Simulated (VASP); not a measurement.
Runs of VASP 6.6.1 on Mn. The structure is that of space group Fm-3m (No. 225), or close to it. The cells are those of the table. 

```tsv
task	cell	k mesh	cutoff (eV)	gap on the mesh (eV)	pressure (GPa)	moment (μB)	relaxed volume (Å³/atom)
single point	a = 2.795 Å, angles 60.0°, 1 atom	24 × 24 × 24	520	none	0.2	3.83	-
relaxation of cell and atoms	relaxed from a = 2.457 Å, angles 62.7°, 1 atom	9 × 9 × 9	600	none	-0.1	0.00	(a)
single point	a = 2.452 Å, angles 63.0°, 1 atom	9 × 9 × 9	520	none	-14.6	0.00	-
relaxation of cell and atoms	relaxed from a = 2.712 Å, angles 122.4, 122.4, 85.8°, 1 atom	10 × 10 × 10	600	none	0.0	3.75	(b)
single point	a = 2.712 Å, angles 122.4, 122.4, 85.8°, 1 atom	10 × 10 × 10	520	none	15.9	3.67	-
```

Alike in all rows: level r2SCAN; potentials or basis VASP PAW PBE potentials, release 64 (Mn_pv); spin collinear, ferromagnetic start; smearing gaussian 0.1 eV.

Fill in the values left out.

(a) 10.46; (b) 15.22.

Caveats: the PAW data sets were made with another functional, which shifts forces and pressure a little.

A gap of «none» marks levels without a gap at the run's occupations.
